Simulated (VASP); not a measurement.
Runs of VASP 6.6.1 on TlPt. The structure is that of space group P6/mmm (No. 191), or close to it. The cells are those of the table. 

| cell | further INCAR settings | gap on the mesh (eV) | pressure (GPa) |
| --- | --- | --- | --- |
| a = 6.731, b = 6.731, c = 3.861 Å, angles 90.0, 90.0, 120.0°, 6 atoms | ALGO = Fast; EDIFF = 1e-06; NBANDS = 44 | none | 0.2 |
| a = 6.554, b = 6.554, c = 4.060 Å, angles 90.0, 90.0, 120.0°, 6 atoms | ALGO = Fast; EDIFF = 1e-06; NBANDS = 44 | none | (b) |
| a = 6.538, b = 6.538, c = 4.100 Å, angles 90.0, 90.0, 120.0°, 6 atoms | ALGO = Fast; EDIFF = 1e-06; NBANDS = 44 | none | -1.7 |
| a = 6.620, b = 6.620, c = 3.901 Å, angles 90.0, 90.0, 120.0°, 6 atoms | ALGO = Fast; EDIFF = 1e-07; NBANDS = 44 | none | 1.3 |
| a = 6.637, b = 6.637, c = 3.861 Å, angles 90.0, 90.0, 120.0°, 6 atoms | ALGO = Fast; EDIFF = 1e-07; NBANDS = 44 | none | (a) |

Alike in all rows: task single point; level PBE; potentials or basis VASP PAW PBE potentials, release 64 (Tl_d, Pt); no spin polarisation; k mesh 6 × 6 × 10; cutoff (eV) 520; smearing gaussian 0.1 eV.

Question: Fill in the values left out.

Answer: (a) 2.0; (b) -1.1.

Caveats: spin-orbit coupling is left out, which moves the levels of the heavy elements.

A k mesh can miss the band edges, and the runs leave out spin-orbit coupling on Pt, Tl.

A gap of «none» marks levels without a gap at the run's occupations.
